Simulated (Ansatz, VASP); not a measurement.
One calculation of Sb, two programs

The input INCAR:

```
SYSTEM = Sb
PREC = Accurate ; ENCUT = 520
EDIFF = 1E-6 ; ISMEAR = -1
SIGMA = 0.05 ; LREAL = .False.
LASPH = .True. ; NELM = 60
ALGO = Normal ; ISIF = 2
LWAVE = .False. ; LCHARG = .False.
GGA = PS ; NBANDS = 12
```

KPOINTS

```
regular mesh
0
Gamma
  12 12 7
  0 0 0
```

POSCAR

```
Sb
1.0
    3.4363801831      0.0000000000      0.0000000000
   -1.7181900916      2.9759925356      0.0000000000
    0.0000000000      0.0000000000      5.3300000000
Sb
2
Direct
    0.3333333333      0.6666666667      0.2500000000
    0.6666666667      0.3333333333      0.7500000000
```

Input for Ansatz:

```yaml
crystal:
  lattice:
    - [3.4363801831, 0.0, 0.0]
    - [-1.7181900916, 2.9759925356, 0.0]
    - [0.0, 0.0, 5.33]
  atoms:
    - { symbol: Sb, position: [0.3333333333, 0.6666666667, 0.25] }
    - { symbol: Sb, position: [0.6666666667, 0.3333333333, 0.75] }
kpoints:
  mp_grid: { grid: [12, 12, 7] }
  band_path:
    path:
      - [0.0, 0.0, 0.0]
      - [0.5, 0.0, 0.0]
      - [0.3333333333, 0.3333333333, 0.0]
      - [0.0, 0.0, 0.0]
      - [0.0, 0.0, 0.5]
      - [0.5, 0.0, 0.5]
      - [0.3333333333, 0.3333333333, 0.5]
      - [0.0, 0.0, 0.5]
      - [0.5, 0.0, 0.5]
    npoints: 5
scf:
  occupations: { method: fermi_dirac, width: 0.05 }
hamiltonian:
  xc: pbesol
  pseudopotentials: { kind: all_electron, lapw: { basis_error: 0.0005 } }
output:
  forces: true
  stress: true
  eigenvalues: true
```

Change from the starting cell: equal xx and yy strain of +2 %.

Alike in both runs: task single point; functional PBEsol; k mesh 12 × 12 × 7; occupations fermi-dirac, width 0.05 eV; no spin polarisation.

```csv
,VASP,Ansatz
version,VASP 6.6.1,Ansatz 0.2.0
potentials or method,"VASP PAW PBE potentials, release 64 (Sb), cutoff 520 eV","all-electron LAPW, scalar-relativistic"
```

```csv
,VASP,Ansatz,Ansatz less VASP
pressure (GPa),-2.7,-2.6,+0.04
"traceless stress, the component that is largest in VASP (GPa)",-0.26,-0.26,-0.004
```

VASP's potentials were made for PBE, not for PBEsol. Ansatz ran all-electron here, and VASP with PAW potentials.

Neither program's run includes spin-orbit coupling.
